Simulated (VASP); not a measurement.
# B2As3 (P-1) in VASP: single point with PBE

Aim: the single point of B2As3 with PBE.

Everything below comes from runs of VASP 6.6.1. Logs are shortened: lines on timing, memory, paths and dates and some standing lists are left out, and cuts for length are marked.

### 1 The cell of the first run

The typed cell holds 10 atoms: a = 3.460 Å, b = 3.466 Å, c = 14.968 Å, α = 90.10°, β = 90.32°, γ = 119.97°.

### 2 Single point, PBE

Contents of INCAR:

```
SYSTEM = B2As3
  PREC = Accurate
  ENCUT = 520
  EDIFF = 1E-7
  ISMEAR = 0
  SIGMA = 0.1
  LREAL = .False.
  LASPH = .True.
  NELM = 100
  ALGO = Normal
  ISIF = 2
  LWAVE = .False.
  LCHARG = .False.
  GGA = PE
  NBANDS = 32
```

Contents of KPOINTS:

```
Automatic mesh
0
Gamma
  10 10 2
  0 0 0
```

Contents of POSCAR:

```
B2As3
1.0
    3.4604242200     -0.0009530258     -0.0005075012
   -1.7301537406      3.0027279500      0.0131139942
   -0.0812984130     -0.1423232611     14.9667921429
B As
4 6
Direct
    0.1690062131      0.3406602258      0.8164544170
    0.8309926596      0.6735263259      0.6299735092
    0.8309937869      0.6593397742      0.1835455830
    0.1690073404      0.3264736741      0.3700264908
    0.3168071969      0.6346896487      0.9484960976
    0.8343928058      0.6731919158      0.7700888240
    0.4961511714      0.0061853957      0.5865525616
    0.6831928031      0.3653103513      0.0515039024
    0.1656071942      0.3268080842      0.2299111760
    0.5038488286      0.9938146043      0.4134474384
```

Potentials or basis: VASP PAW PBE potentials, release 64 (B, As).

Command:

```
> cat potpaw_PBE.64/B/POTCAR potpaw_PBE.64/As/POTCAR > POTCAR
> mpirun -np 1 vasp_std > vasp.out
```

OUTCAR:

```text
SYSTEM = B2As3
   PREC = Accurate
   ENCUT = 520
   EDIFF = 1E-7
   ISMEAR = 0
   LREAL = .False.
   LASPH = .True.
   NELM = 100
   ISIF = 2
   GGA = PE

 ion  position               nearest neighbor table
   1  0.169  0.341  0.816-   6 2.12   6 2.12   6 2.12   5 2.16
   2  0.831  0.674  0.630-   6 2.10   7 2.10   7 2.10   7 2.10
   3  0.831  0.659  0.184-   9 2.12   9 2.12   9 2.12   8 2.16
   4  0.169  0.326  0.370-   9 2.10  10 2.10  10 2.10  10 2.10
   5  0.317  0.635  0.948-   1 2.16   8 2.45   8 2.46   8 2.67
   6  0.834  0.673  0.770-   2 2.10   1 2.12   1 2.12   1 2.12
   7  0.496  0.006  0.587-   2 2.10   2 2.10   2 2.10  10 2.59
   8  0.683  0.365  0.052-   3 2.16   5 2.45   5 2.46   5 2.67
   9  0.166  0.327  0.230-   4 2.10   3 2.12   3 2.12   3 2.12
  10  0.504  0.994  0.413-   4 2.10   4 2.10   4 2.10   7 2.59

  LATTYP: Found a triclinic cell.
 ALAT       =     3.4604243884
 B/A-ratio  =     1.0014788025
 C/A-ratio  =     4.6475272451
 COS(alpha) =     0.0010821750
 COS(beta)  =     0.3175152169
 COS(gamma) =     0.4994839815

  Lattice vectors:

 A1 = (  -3.4604242200,   0.0009530258,   0.0005075012)
 A2 = (  -1.7301537406,   3.0027279500,   0.0131139942)
 A3 = (  -5.1093962864,  -2.8584986373, -14.9788911347)

Analysis of symmetry for initial positions (statically):
=====================================================================
 Subroutine PRICEL returns:
 Original cell was already a primitive cell.

 Routine SETGRP: Setting up the symmetry group for a
 triclinic supercell.

 Subroutine GETGRP returns: Found  2 space group operations
 (whereof  2 operations were pure point group operations)
 out of a pool of  2 trial point group operations.

The static configuration has the point symmetry S_2 .

Analysis of symmetry for dynamics (positions and initial velocities):
=====================================================================
 Subroutine PRICEL returns:
 Original cell was already a primitive cell.

 Routine SETGRP: Setting up the symmetry group for a
 triclinic supercell.

 Subroutine GETGRP returns: Found  2 space group operations
 (whereof  2 operations were pure point group operations)
 out of a pool of  2 trial point group operations.

The dynamic configuration has the point symmetry S_2 .

 Subroutine INISYM returns: Found  2 space group operations
 (whereof  2 operations are pure point group operations),
 and found     1 'primitive' translations

----------------------------------------------------------------------------------------

                                     Primitive cell

  volume of cell :     155.4972

  direct lattice vectors                    reciprocal lattice vectors
     3.460424220 -0.000953026 -0.000507501     0.289028234  0.166522553  0.003153486
    -1.730153741  3.002727950  0.013113994     0.000092194  0.333069790  0.003167751
    -0.081298413 -0.142323261 14.966792143     0.000009720 -0.000286191  0.066811916

  length of vectors
     3.460424388  3.465541673 14.967689614     0.333582112  0.333084867  0.066812530

  position of ions in fractional coordinates (direct lattice)
     0.169006213  0.340660226  0.816454417
     0.830992660  0.673526326  0.629973509
     0.830993787  0.659339774  0.183545583
     0.169007340  0.326473674  0.370026491
     0.316807197  0.634689649  0.948496098
     0.834392806  0.673191916  0.770088824
     0.496151171  0.006185396  0.586552562
     0.683192803  0.365310351  0.051503902
     0.165607194  0.326808084  0.229911176
     0.503848829  0.993814604  0.413447438

  ion indices of the primitive-cell ions
   primitive index   ion index
                 1           1
                 2           2
                 3           3
                 4           4
                 5           5
                 6           6
                 7           7
                 8           8
                 9           9
                10          10

----------------------------------------------------------------------------------------

 KPOINTS: Automatic mesh

Automatic generation of k-mesh.
 Grid dimensions read from file:
 generate k-points for:   10   10    2

 Generating k-lattice:

  Cartesian coordinates                     Fractional coordinates (reciprocal lattice)
     0.028902823  0.016652255  0.000315349     0.100000000  0.000000000  0.000000000
     0.000009219  0.033306979  0.000316775     0.000000000  0.100000000  0.000000000
     0.000004860 -0.000143096  0.033405958     0.000000000  0.000000000  0.500000000

  Length of vectors
     0.033358211  0.033308487  0.033406265

  Shift w.r.t. Gamma in fractional coordinates (k-lattice)
     0.000000000  0.000000000  0.000000000

 Subroutine IBZKPT returns following result:
 ===========================================

 Found    104 irreducible k-points:

 Following reciprocal coordinates:
            Coordinates               Weight
  0.000000  0.000000  0.000000      1.000000
  0.100000 -0.000000  0.000000      2.000000
  0.200000 -0.000000  0.000000      2.000000
  0.300000 -0.000000 -0.000000      2.000000
  0.400000 -0.000000  0.000000      2.000000
  0.500000  0.000000  0.000000      1.000000
[... 16 lines left out ...]
 -0.400000  0.200000  0.000000      2.000000
 -0.300000  0.200000  0.000000      2.000000
 [... further k-points ...]
   k-points           NKPTS =    104   k-points in BZ     NKDIM =    104   number of bands    NBANDS=     32
   number of dos      NEDOS =    301   number of ions     NIONS =     10
   total plane-waves  NPLWV =  87808
   dimension x,y,z NGX =    28 NGY =   28 NGZ =  112
   dimension x,y,z NGXF=    56 NGYF=   56 NGZF=  224
   ions per type =               4   6
   NGX,Y,Z   is equivalent  to a cutoff of  13.45, 13.43, 12.44 a.u.
   NGXF,Y,Z  is equivalent  to a cutoff of  26.90, 26.86, 24.88 a.u.
 SYSTEM =  B2As3
   PREC   = accura    normal or accurate (medium, high low for compatibility)
   ISTART =      0    job   : 0-new  1-cont  2-samecut
   ICHARG =      2    charge: 1-file 2-atom 10-const
   ISPIN  =      1    spin polarized calculation?
   LNONCOLLINEAR =      F non collinear calculations
   LSORBIT =      F    spin-orbit coupling
   LASPH  =      T    aspherical Exc in radial PAW
   ENCUT  =  520.0 eV  38.22 Ry    6.18 a.u.   6.43  6.44 27.83*2*pi/ulx,y,z
   NELM   =    100;   NELMIN=  2; NELMDL= -5     # of ELM steps
   EDIFF  = 0.1E-06   stopping-criterion for ELM
   LREAL  =      F    real-space projection
   EDIFFG = 0.1E-05   stopping-criterion for IOM
   NSW    =      0    number of steps for IOM
   IBRION =     -1    ionic relax: 0-MD 1-quasi-New 2-CG
   NFREE  =      0    steps in history (QN), initial steepest desc. (CG)
   ISIF   =      2    stress and relaxation
   ISYM   =      2    0-nonsym 1-usesym 2-fastsym
   POTIM  = 0.5000    time-step for ionic-motion
   TEBEG  =    0.0;   TEEND  =   0.0 temperature during run
   PSTRESS=    0.0 pullay stress
   NELECT =      42.0000    total number of electrons
   NUPDOWN=      -1.0000    fix difference up-down
   EMIN   =  10.00;   EMAX   =-10.00  energy-range for DOS
   EFERMI =   0.00;   METHOD = LEGACY
   ISMEAR =     0;   SIGMA  =   0.10  broadening in eV -4-tet -1-fermi 0-gaus
   EFERMI_NEDOS =   21; number of points for ismear=-14 and -15
   IALGO  =     38    algorithm
   IMIX   =      4    mixing-type and parameters
     AMIX     =   0.40;   BMIX     =  1.00
     AMIX_MAG =   1.60;   BMIX_MAG =  1.00
  volume/ion in A,a.u.               =      15.55       104.93
  Fermi-wavevector in a.u.,A,eV,Ry     =   1.058239  1.999782 15.236754  1.119870
  Thomas-Fermi vector in A             =   2.193541
   LORBIT       =      0    0 simple, 1 ext, 2 COOP (PROOUT), +10 PAW based schemes
   GGA     = PE    functional components
   LHFCALC =     F    Hartree Fock is set to
   AEXX    =    0.0000 exact exchange contribution
   IVDW    =     0    specifies the selected vdW correction
   LEPSILON=     F    determine dielectric tensor
   LRPA    =     F    only Hartree local field effects (RPA)
 non-spin polarized calculation
 Gauss-broadening in eV      SIGMA  =   0.10
  energy-cutoff  :      520.00
  volume of cell :      155.50
 maximum number of plane-waves:      4229
 NGX is ok and might be reduce to    28
   NGX = 13   NGY = 13   NGZ = 55

 number of electron      41.9999997 magnetization

 Free energy of the ion-electron system (eV)
  ---------------------------------------------------
  ext. energy  EPLUGINS =         0.00000000
  ---------------------------------------------------
  free energy    TOTEN  =       -52.66513992 eV

  energy without entropy =      -52.65173681  energy(sigma->0) =      -52.65843837

 E-fermi :   6.3534     XC(G=0): -10.3535

 val. band max:        6.3473511045   @ k =   0.0000   0.4000   0.5000
 cond. band min:       6.3667078975   @ k =   0.3000   0.1000   0.0000
 fundamental gap:      0.0193567930
 Fermi energy:         6.3533656117

 k-point     1 :       0.0000    0.0000    0.0000
  band No.  band energies     occupation
      1      -9.4450      2.00000
      2      -8.8765      2.00000
      3      -8.8740      2.00000
      4      -7.4708      2.00000
      5      -7.3233      2.00000
      6      -3.8377      2.00000
[... 24 lines left out ...]
     31       9.5923      0.00000
     32       9.6207      0.00000

 k-point     2 :       0.1000   -0.0000    0.0000
  band No.  band energies     occupation
      1      -9.3080      2.00000
      2      -8.7411      2.00000
      3      -8.7328      2.00000
      4      -7.3431      2.00000
      5      -7.1923      2.00000
      6      -3.7690      2.00000
[... 24 lines left out ...]
     31       9.8277      0.00000
     32       9.9590      0.00000

 k-point     3 :       0.2000   -0.0000    0.0000
  band No.  band energies     occupation
      1      -8.9042      2.00000
      2      -8.3424      2.00000
      3      -8.3144      2.00000
      4      -6.9756      2.00000
      5      -6.8078      2.00000
      6      -3.6344      2.00000
[... 24 lines left out ...]
     31      10.6276      0.00000
     32      10.9754      0.00000

 k-point     4 :       0.3000   -0.0000   -0.0000
  band No.  band energies     occupation
      1      -8.2636      2.00000
      2      -7.7114      2.00000
      3      -7.6381      2.00000
      4      -6.4413      2.00000
      5      -6.2067      2.00000
      6      -3.7227      2.00000
[... 24 lines left out ...]
     31      10.6026      0.00000
     32      10.9044      0.00000

 k-point     5 :       0.4000   -0.0000    0.0000
  band No.  band energies     occupation
      1      -7.4888      2.00000
      2      -6.9483      2.00000
      3      -6.7561      2.00000
      4      -5.9955      2.00000
      5      -5.5325      2.00000
      6      -4.3718      2.00000
[... 584 lines left out ...]
     31      11.1517      0.00000
     32      11.3962      0.00000

 k-point    22 :       0.5000    0.2000    0.0000
  band No.  band energies     occupation
      1      -7.1654      2.00000
      2      -6.5736      2.00000
      3      -6.3870      2.00000
      4      -5.7308      2.00000
      5      -5.3026      2.00000
      6      -4.6051      2.00000
[... 24 lines left out ...]
     31      10.8553      0.00000
     32      11.4163      0.00000

 k-point    23 :      -0.4000    0.2000    0.0000
  band No.  band energies     occupation
      1      -7.8900      2.00000
      2      -7.3202      2.00000
      3      -7.2274      2.00000
      4      -6.1359      2.00000
      5      -5.8806      2.00000
      6      -3.9667      2.00000
[... 24 lines left out ...]
     31      10.6256      0.00000
     32      10.7238      0.00000

 k-point    24 :      -0.3000    0.2000    0.0000
  band No.  band energies     occupation
      1      -8.5074      2.00000
      2      -7.9423      2.00000
      3      -7.8957      2.00000
      4      -6.6272      2.00000
      5      -6.4391      2.00000
      6      -3.6793      2.00000
[... 24 lines left out ...]
     31      10.6771      0.00000
     32      10.9694      0.00000

 [... further k-points ...]

------------------------ aborting loop because EDIFF is reached ----------------------------------------

  FORCE on cell =-STRESS in cart. coord.  units (eV):
  Direction    XX          YY          ZZ          XY          YZ          ZX
  --------------------------------------------------------------------------------------
  -------------------------------------------------------------------------------------
  Total        0.4245712      0.3923656      0.4707750     -0.0073907      0.0033246      0.0117142
  in kB        4.3746026      4.0427694      4.8506673     -0.0761502      0.0342550      0.1206978
  external PRESSURE =       4.4226798 kB  Pullay stress =       0.0000000 kB

 VOLUME and BASIS-vectors are now :
 -----------------------------------------------------------------------------
  energy-cutoff  :      520.00
  volume of cell :      155.50
      direct lattice vectors                 reciprocal lattice vectors
     3.460424220 -0.000953026 -0.000507501     0.289028234  0.166522553  0.003153486
    -1.730153741  3.002727950  0.013113994     0.000092194  0.333069790  0.003167751
    -0.081298413 -0.142323261 14.966792143     0.000009720 -0.000286191  0.066811916

 POSITION                                       TOTAL-FORCE (eV/Angst)
 -----------------------------------------------------------------------------------
     -0.07094      0.90655     12.22409         0.000351     -0.009790      0.006091
      1.65907      1.93196      9.43709        -0.000194      0.006651     -0.002712
      1.71991      1.95290      2.75531        -0.000351      0.009790     -0.006091
     -0.01010      0.92749      5.54231         0.000194     -0.006651      0.002712
     -0.07893      1.77051     14.20411        -0.003581      0.040205     -0.033351
      1.66002      1.91102     11.53416        -0.000353     -0.006473      0.005204
      1.65851     -0.06538      8.77864         0.002497     -0.001422     -0.018911
      1.72791      1.08895      0.77529         0.003581     -0.040205      0.033351
     -0.01105      0.94844      3.44523         0.000353      0.006473     -0.005204
     -0.00953      2.92483      6.20076        -0.002497      0.001422      0.018911
 -----------------------------------------------------------------------------------
    total drift:                                0.000000     -0.000000      0.000000

  FREE ENERGIE OF THE ION-ELECTRON SYSTEM (eV)
  ---------------------------------------------------
  free  energy   TOTEN  =       -52.6651399221 eV

  energy  without entropy=      -52.6517368135  energy(sigma->0) =      -52.65843837
```

Run time: 5.6 min. Hardware: 1 thread of Intel Xeon 6975P-C (Granite Rapids), shared host; peak memory 0.54 GiB.

What came out:

| Item | Value |
| --- | --- |
| Free energy | -52.6651 eV |
| Pressure | 0.4 GPa |
| Largest force | 0.052 eV/Å |
| Band gap on the k mesh | zero (band 21 reaches 7.01 eV, above the bottom of band 22 at 5.92 eV) |

Forces on the atoms (eV/Å):
```
B    0.000 -0.010  0.006
B    0.000  0.007 -0.003
B    0.000  0.010 -0.006
B    0.000 -0.007  0.003
As  -0.004  0.040 -0.033
As   0.000 -0.006  0.005
As   0.002 -0.001 -0.019
As   0.004 -0.040  0.033
As   0.000  0.006 -0.005
As  -0.002  0.001  0.019
```
